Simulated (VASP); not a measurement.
Crystal: Na2Al2O.

```xyz
5
Lattice="3.0204 -3.0489 0.0000 3.0204 3.0489 0.0000 0.0000 0.0000 7.9706" Properties=species:S:1:pos:R:3 pbc="T T T"
Na    1.5102    1.5245    3.9853
Na    1.5102   -1.5245    3.9853
Al    3.0204    0.0000    1.3339
Al    3.0204    0.0000    6.6367
O     0.0000    0.0000    3.9853
```

```yaml
Program: VASP 6.6.1
Task: relaxation of cell and atoms
Functional: PBE
Potentials_or_basis: VASP PAW PBE potentials, release 64 (Na_pv, Al, O)
Cutoff: 600 eV
k_mesh: 10 × 10 × 6
Occupations: gaussian, width 0.1 eV
Spin: no spin polarisation
```

At the start: pressure -0.2 GPa; volume 29.36 Å³/atom.

Question: How do energy, volume and symmetry change on relaxing?

Answer: Over 11 steps the energy falls by 2.5 meV/atom; space group P4/mmm (No. 123, to 0.05 Å).

Step by step:
```tsv
step	energy change (eV)	largest force (eV/Å)	pressure (GPa)	volume (Å³)
1	0.0000	0.2903	-0.24	146.80
2	-0.0085	0.1499	-0.11	145.87
3	-0.0104	0.0164	0.04	145.11
4	-0.0105	0.0314	0.02	145.19
5	-0.0109	0.0286	0.03	145.23
6	-0.0118	0.0204	0.09	145.35
7	-0.0122	0.0044	0.16	145.57
8	-0.0125	0.0010	0.10	146.04
9	-0.0127	0.0031	0.05	146.61
10	-0.0127	0.0042	0.03	146.76
11	-0.0127	0.0048	0.02	146.78
```

Final structure:
```yaml
crystal:
  lattice:
    - [3.01710, -3.02234, 0.00000]
    - [3.01710, 3.02234, 0.00000]
    - [0.00000, 0.00000, 8.04831]
  atoms:
    - { symbol: Na, position: [0.00000, 0.50000, 0.50000] }
    - { symbol: Na, position: [0.50000, 0.00000, 0.50000] }
    - { symbol: Al, position: [0.50000, 0.50000, 0.16083] }
    - { symbol: Al, position: [0.50000, 0.50000, 0.83917] }
    - { symbol: O, position: [0.00000, 0.00000, 0.50000] }
```
